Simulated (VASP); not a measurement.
# Pd (Fm-3m) in VASP: further runs, part 2 of 2

VASP 6.6.1. Earlier steps stand in the parts before.

**3. Single point, r2SCAN, collinear spin, ferromagnetic start**

Contents of POSCAR:

```
Pd
1.0
    0.0000000000      1.9567730079      1.9567730079
    1.9567730079      0.0000000000      1.9567730079
    1.9567730079      1.9567730079      0.0000000000
Pd
1
Direct
    0.0000000000      0.0000000000      0.0000000000
```

Contents of INCAR.step1:

```
SYSTEM = Pd
PREC = Accurate ; ENCUT = 520
ISMEAR = -1 ; SIGMA = 1.0
LREAL = .False. ; LASPH = .True.
NELM = 150 ; ISPIN = 2
MAGMOM = 0.436 ; LMAXMIX = 4
NBANDS = 15 ; GGA = PE
ALGO = Normal ; EDIFF = 1E-4
LWAVE = .True. ; LCHARG = .False.
```

Contents of INCAR.step2:

```
SYSTEM = Pd
PREC = Accurate ; ENCUT = 520
EDIFF = 1E-7 ; ISMEAR = -1
SIGMA = 1.0 ; LREAL = .False.
LASPH = .True. ; NELM = 150
ALGO = Normal ; ISIF = 2
LWAVE = .False. ; LCHARG = .True.
ISPIN = 2 ; MAGMOM = 0.436
LORBIT = 11 ; LMAXMIX = 4
METAGGA = R2SCAN ; LMIXTAU = .True.
LELF = .True. ; LVHAR = .True.
NBANDS = 15 ; ISTART = 1
```

Contents of KPOINTS:

```
regular mesh
0
Gamma
  14 14 14
  0 0 0
```

Potentials or basis: VASP PAW PBE potentials, release 64 (Pd).

On the command line:

```sh
$ cat potpaw_PBE.64/Pd/POTCAR > POTCAR
$ cp INCAR.step1 INCAR
$ mpirun -np 1 vasp_std > vasp.out
$ cp INCAR.step2 INCAR
$ mpirun -np 1 vasp_std > vasp.out
```

OUTCAR:

```text
SYSTEM = Pd
   PREC = Accurate
   ENCUT = 520
   EDIFF = 1E-7
   ISMEAR = -1
   LREAL = .False.
   LASPH = .True.
   NELM = 150
   ISIF = 2
   ISPIN = 2
   LORBIT = 11
   METAGGA = R2SCAN
   ISTART = 1

 ion  position               nearest neighbor table
   1  0.000  0.000  0.000-

  LATTYP: Found a face centered cubic cell.
 ALAT       =     3.9135460158

  Lattice vectors:

 A1 = (   0.0000000000,   1.9567730079,   1.9567730079)
 A2 = (   1.9567730079,   0.0000000000,   1.9567730079)
 A3 = (   1.9567730079,   1.9567730079,   0.0000000000)
[... 1073 lines left out ...]
  -------------------------------------------------------------------------------------
  Total        1.2223274      1.2223274      1.2223274     -0.0000000      0.0000000      0.0000000
  in kB      130.6913338    130.6913338    130.6913338     -0.0000000      0.0000000      0.0000000
  external PRESSURE =     130.6913338 kB  Pullay stress =       0.0000000 kB

 VOLUME and BASIS-vectors are now :
 -----------------------------------------------------------------------------
  energy-cutoff  :      520.00
  volume of cell :       14.98
      direct lattice vectors                 reciprocal lattice vectors
     0.000000000  1.956773008  1.956773008    -0.255522740  0.255522740  0.255522740
     1.956773008  0.000000000  1.956773008     0.255522740 -0.255522740  0.255522740
     1.956773008  1.956773008  0.000000000     0.255522740  0.255522740 -0.255522740

 POSITION                                       TOTAL-FORCE (eV/Angst)
 -----------------------------------------------------------------------------------
      0.00000      0.00000      0.00000        -0.000000      0.000000      0.000000
 -----------------------------------------------------------------------------------
    total drift:                                0.000000     -0.000000     -0.000000

  FREE ENERGIE OF THE ION-ELECTRON SYSTEM (eV)
  ---------------------------------------------------
  free  energy   TOTEN  =       -24.4723849102 eV

  energy  without entropy=      -21.9086984364  energy(sigma->0) =      -23.19054167

 total charge

# of ion       s       p       d       tot
------------------------------------------
    1        0.538   0.497   8.403   9.438

 magnetization (x)

# of ion       s       p       d       tot
------------------------------------------
    1        0.000   0.000   0.000   0.000
```

OUTCAR.step1:

```text
SYSTEM = Pd
   PREC = Accurate
   ENCUT = 520
   ISMEAR = -1
   LREAL = .False.
   LASPH = .True.
[... 1106 lines left out ...]
 -----------------------------------------------------------------------------------
      0.00000      0.00000      0.00000         0.000000      0.000000      0.000000
 -----------------------------------------------------------------------------------
    total drift:                               -0.000000      0.000000      0.000000

  FREE ENERGIE OF THE ION-ELECTRON SYSTEM (eV)
  ---------------------------------------------------
  free  energy   TOTEN  =        -6.7994139607 eV

  energy  without entropy=       -4.1386054326  energy(sigma->0) =       -5.46900970
```

It took 2.8 min on 1 thread of Intel Xeon Platinum 8488C (Sapphire Rapids), shared host; peak memory 0.18 GiB.

What came out:

- Free energy: -24.4724 eV
- Pressure: 13.1 GPa
- Band gap on the k mesh: zero (filled and empty bands overlap)
- Net moment: 0.00 μB per cell
- Valence electrons inside the program's atomic spheres: Pd 9.44

Caveat: the PAW data sets were made with another functional, which shifts forces and pressure a little.

**4. Single point, r2SCAN, collinear spin, ferromagnetic start**

POSCAR is that of step 3.

Contents of INCAR.step1:

```
  PREC = Accurate
  ENCUT = 520
  ISMEAR = 0
  SIGMA = 0.01
  LREAL = False
  LASPH = True
  NELM = 150
  ISPIN = 2
  MAGMOM = 0.436
  LMAXMIX = 4
  NBANDS = 15
  GGA = PE
  ALGO = Normal
  EDIFF = 1E-4
  LWAVE = True
  LCHARG = False
```

Contents of INCAR.step2:

```
  PREC = Accurate
  ENCUT = 520
  EDIFF = 1E-6
  ISMEAR = 0
  SIGMA = 0.01
  LREAL = False
  LASPH = True
  NELM = 150
  ALGO = Normal
  ISIF = 2
  LWAVE = False
  LCHARG = False
  ISPIN = 2
  MAGMOM = 0.436
  LORBIT = 11
  LMAXMIX = 4
  METAGGA = R2SCAN
  LMIXTAU = True
  NBANDS = 15
  ISTART = 1
```

Contents of KPOINTS:

```
Automatic mesh
0
Gamma
  14 14 14
```

On the command line:

```sh
$ cat potpaw_PBE.64/Pd/POTCAR > POTCAR
$ cp INCAR.step1 INCAR
$ mpirun -np 1 vasp_std > vasp.out
$ cp INCAR.step2 INCAR
$ mpirun -np 1 vasp_std > vasp.out
```

Run time: 1.9 min. Hardware: 1 thread of Intel Xeon Platinum 8488C (Sapphire Rapids), shared host; peak memory 0.18 GiB.

It converged, with:

- Free energy: -22.9583 eV
- Pressure: 0.6 GPa
- Net moment: 0.48 μB per cell
- Site moments: Pd +0.49 μB
- Valence electrons inside the program's atomic spheres: Pd 9.45

Levels at points of the mesh, in eV from the Fermi level:
Spin up:
```csv
k point,band 2,band 3,band 4,band 5,band 6,band 7,band 8,band 9
"(0.00, 0.00, 0.00)",-3.26,-3.26,-3.26,-1.60,-1.60,17.87,21.73,22.76
"(0.50, 0.00, 0.00)",-3.26,-3.26,-0.45,-0.45,1.21,7.28,17.28,21.74
"(0.50, 0.50, 0.00)",-5.50,-0.43,-0.17,-0.17,3.52,10.90,13.68,13.68
```
Spin down:
| k point | band 1 | band 2 | band 3 | band 4 | band 5 | band 6 | band 7 | band 8 | band 9 | band 10 |
| --- | --- | --- | --- | --- | --- | --- | --- | --- | --- | --- |
| (0.00, 0.00, 0.00) | -7.20 | -2.70 | -2.70 | -2.70 | -1.22 | -1.22 | 17.87 | 22.78 | 22.78 | 22.78 |
| (0.50, 0.00, 0.00) | -5.26 | -2.84 | -2.84 | 0.10 | 0.10 | 1.17 | 7.62 | 17.26 | 21.90 | 21.90 |
| (0.50, 0.50, 0.00) | -5.43 | -5.04 | -0.04 | 0.50 | 0.50 | 3.52 | 11.12 | 13.73 | 13.73 | 21.99 |

Caveat: the PAW data sets were made with another functional, which shifts forces and pressure a little.

**5. The runs side by side**

```tsv
smearing	gap on the mesh (eV)	pressure (GPa)	moment (μB)
fermi-dirac 0.6 eV	none	5.4	0.00
fermi-dirac 1 eV	none	13.1	0.00
gaussian 0.01 eV	none	0.6	0.48
```

Alike in all rows: task single point; level r2SCAN; potentials or basis VASP PAW PBE potentials, release 64 (Pd); spin collinear, ferromagnetic start; cell as given; k mesh 14 × 14 × 14; cutoff (eV) 520.

Every run on the cell as given and a fine mesh finds a metal.

Caveats: the PAW data sets were made with another functional, which shifts forces and pressure a little.

Total energies depend on the potentials used, so only differences within one code and one set of settings carry meaning.
